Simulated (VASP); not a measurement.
Sb:

```xyz
4
Lattice="-4.0567 4.0567 2.0389 4.0567 -4.0567 2.0389 4.0567 4.0567 -2.0389" Properties=species:S:1:pos:R:3 pbc="T T T"
Sb    1.2273    5.2840    0.0000
Sb    2.8294    1.2273    0.0000
Sb    2.8294   -1.2273    2.0389
Sb    1.2273    2.8294    2.0389
```

Base run:

| Item | Value |
| --- | --- |
| Program | VASP 6.6.1 |
| Functional | LDA |
| Potentials or basis | VASP PAW LDA potentials, release 64 (Sb) |
| Cutoff | 520 eV |
| k mesh | 7 × 7 × 7 |
| Occupations | fermi-dirac, width 0.05 eV |
| Spin | no spin polarisation |

Its results: band gap on the k mesh zero (band 10 reaches 6.34 eV, above the bottom of band 11 at 4.82 eV); pressure -2.6 GPa; largest force 0.074 eV/Å.

Question: The run is repeated on the same cell with these changes: functional from LDA to r2SCAN; potentials or basis from VASP PAW LDA potentials, release 64 (Sb) to VASP PAW PBE potentials, release 64 (Sb). What comes out?

Answer: Band gap on the k mesh zero (band 10 reaches 6.44 eV, above the bottom of band 11 at 4.76 eV); pressure -0.3 GPa; largest force 0.031 eV/Å.

Caveats: spin-orbit coupling is left out, which moves the levels of the heavy elements; the PAW data sets were made with another functional, which shifts forces and pressure a little (some runs).
